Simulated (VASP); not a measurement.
## RbBr: single point with PBE

The system is RbBr.

```
Rb Br
1.0
     4.12793    0.00000    0.00000
     0.00000    4.12793    0.00000
     0.00000    0.00000    4.12793
Rb Br
1 1
Direct
  0.00000 0.00000 0.00000
  0.50000 0.50000 0.50000
```

* Program: VASP 6.6.1
* Task: single point
* Functional: PBE
* Potentials or basis: VASP PAW PBE potentials, release 64 (Rb_sv, Br)
* Cutoff: 520 eV
* k mesh: 4 × 4 × 4
* Occupations: gaussian, width 0.01 eV
* Spin: no spin polarisation

```yaml
Pressure: 0.8 GPa
Band_gap_on_the_k_mesh: 4.07 eV, indirect (least direct gap 4.23 eV)
```

Levels at points of the mesh, in eV from the valence-band top:
```csv
k point,band 6,band 7,band 8,band 9,band 10,band 11
"(0.00, 0.00, 0.00)",-0.15,-0.15,-0.15,4.07,5.58,5.58
"(0.50, 0.00, 0.00)",-1.72,-0.23,-0.23,6.88,7.09,7.63
"(0.50, 0.50, 0.00)",-1.05,-1.05,0.00,5.31,6.21,7.96
"(0.50, 0.50, 0.50)",-1.33,-1.33,-1.33,8.23,8.23,8.23
```

Wall time 6.7 s on 1 thread of AMD EPYC 9R45 96-Core Processor (Zen 5), on a shared host, peak memory 0.14 GiB.

A k mesh can miss the band edges. PBE gaps usually lie below the measured ones, often by a third to a half.
